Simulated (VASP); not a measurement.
**MgO (Periclase): relaxation of cell and atoms with revPBE+D3(BJ)**

Crystal: MgO (Periclase).

```
Mg O
1.0
     2.98187    0.00000    0.00000
     1.49093    2.58237    0.00000
     1.49093    0.86079    2.43469
Mg O
1 1
Direct
  0.00000 0.00000 0.00000
  0.50000 0.50000 0.50000
```

```json
{"Program": "VASP 6.6.1", "Task": "relaxation of cell and atoms", "Functional": "revPBE", "Dispersion": "D3(BJ)", "Potentials or basis": "VASP PAW PBE potentials, release 64 (Mg, O)", "Cutoff": "600 eV", "k mesh": "8 × 8 × 8", "Occupations": "methfessel-paxton, width 0.05 eV", "Spin": "no spin polarisation", "Dipole correction": "no", "Further INCAR settings": "ALGO = Normal; EDIFF = 1e-07; IBRION = 2; EDIFFG = -0.02; NSW = 80; ISIF = 3"}
```

```
Relaxed volume                         : 9.17 Å³/atom
Relaxed cell                           : a = 2.960 Å, b = 2.960 Å, c = 2.960 Å, α = 60.00°, β = 60.00°, γ = 60.00°
Space group after relaxing (to 0.05 Å) : Fm-3m (No. 225)
Energy gained by relaxing              : 2.2 meV/atom
Ionic steps                            : 3
Pressure after relaxing                : 0.0 GPa
Band gap on the k mesh                 : 4.99 eV, direct
Dispersion energy per atom             : -0.583 eV
```

Step by step:
| step | energy change (eV) | largest force (eV/Å) | pressure (GPa) | volume (Å³) |
| --- | --- | --- | --- | --- |
| 1 | 0.0000 | 0.0000 | -3.39 | 18.75 |
| 2 | -0.0039 | 0.0000 | 1.17 | 18.21 |
| 3 | -0.0044 | 0.0000 | 0.01 | 18.34 |

Final structure:
```cif
data_structure
_symmetry_space_group_name_H-M 'P 1'
_symmetry_Int_Tables_number 1
_cell_length_a 2.9603
_cell_length_b 2.9603
_cell_length_c 2.9603
_cell_angle_alpha 60.000
_cell_angle_beta 60.000
_cell_angle_gamma 60.000
_cell_volume 18.34
loop_
_atom_site_label
_atom_site_type_symbol
_atom_site_fract_x
_atom_site_fract_y
_atom_site_fract_z
_atom_site_occupancy
Mg1 Mg 0.00000 0.00000 0.00000 1
O1 O 0.50000 0.50000 0.50000 1
```

Levels at points of the mesh, in eV from the valence-band top:
```
           k point  band 1  band 2  band 3  band 4  band 5  band 6  band 7  band 8
(0.00, 0.00, 0.00)  -17.41    0.00    0.00    0.00    4.99   16.01   16.01   16.01
(0.50, 0.00, 0.00)  -16.10   -4.66   -0.67   -0.67    8.09   12.92   16.62   16.62
(0.50, 0.50, 0.00)  -15.84   -4.14   -1.37   -1.37    9.23   10.32   13.39   19.40
```

Wall time 5.9 s on 1 thread of Intel(R) Xeon(R) 6975P-C (Granite Rapids), with other jobs on the host, peak memory 0.15 GiB.

Caveat: the PAW data sets were made with another functional, which shifts forces and pressure a little. revPBE gaps usually lie below the measured ones, often by a third to a half.
